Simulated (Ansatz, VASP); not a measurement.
## One calculation of Al3B2W, two programs

```
Al B W
1.0
    -3.09288    0.00000    0.00000
     0.00000   -6.53655    0.00000
     0.00000    1.63414    6.99472
Al B W
6 4 2
Direct
  0.00000 0.09918 0.39672
  0.00000 0.59918 0.39672
  0.50000 0.39988 0.59950
  0.50000 0.89988 0.59950
  0.50000 0.29348 0.17393
  0.50000 0.79348 0.17393
  0.00000 0.01730 0.06921
  0.00000 0.51730 0.06921
  0.50000 0.48407 0.93626
  0.50000 0.98407 0.93626
  0.00000 0.20610 0.82438
  0.00000 0.70610 0.82438
```

Alike in both runs: task single point; functional PBE; k mesh 8 × 4 × 4; occupations gaussian, width 0.2 eV; no spin polarisation.

|  | VASP | Ansatz |
| --- | --- | --- |
| version | VASP 6.6.1 | Ansatz 0.2.0 |
| potentials or method | VASP PAW PBE potentials, release 64 (Al, B, W_sv), cutoff 520 eV | scalar-relativistic, plane waves, PAW |
| valence electrons in the cell | 58 | 58 |

Ansatz gave:

- gap on the k mesh at the Fermi level (eV): none
- pressure (GPa): 0.1
- traceless stress, the component that is largest in VASP (GPa): 0.94
- rms of the force components (eV/Å): 0.014

Problem. Which values does VASP return?

Solution. gap on the k mesh at the Fermi level (eV): none; pressure (GPa): 0.2; traceless stress, the component that is largest in VASP (GPa): 0.95; rms of the force components (eV/Å): 0.011.

Atom by atom the forces differ by 0.006 eV/Å (rms over components). A gap of «none» marks a metal or a gap that the smearing closes. The functional is the same, so the differences come from potentials, cutoffs and numerics.

Neither program's run includes spin-orbit coupling.
